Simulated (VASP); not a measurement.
Runs of VASP 6.6.1 on GaP. The structure is that of space group F-43m (No. 216), or close to it. The cells are those of the table. 

| cell | k mesh | cutoff (eV) | gap on the mesh (eV) | pressure (GPa) |
| --- | --- | --- | --- | --- |
| a = 4.018 Å, angles 60.0°, 2 atoms | 8 × 8 × 8 | 500 | 0.82 | -5.9 |
| a = 3.730 Å, angles 60.0°, 2 atoms | 8 × 8 × 8 | 520 | 1.43 | 13.0 |
| a = 3.772 Å, angles 60.0°, 2 atoms | 8 × 8 × 8 | 500 | (c) | (b) |
| a = 3.931 Å, angles 60.0°, 2 atoms | 8 × 8 × 8 | 500 | 1.34 | (a) |
| a = 3.893 Å, angles 60.0°, 2 atoms | 6 × 6 × 6 | 500 | 1.58 | 0.0 |

Alike in all rows: task single point; level PBE; potentials or basis VASP PAW PBE potentials, release 64 (Ga_d, P); no spin polarisation; smearing gaussian 0.02 eV.

Estimate the missing entries.

(a) -2.1; (b) 8.9; (c) 1.51.

A k mesh can miss the band edges, and the runs leave out spin-orbit coupling on Ga.
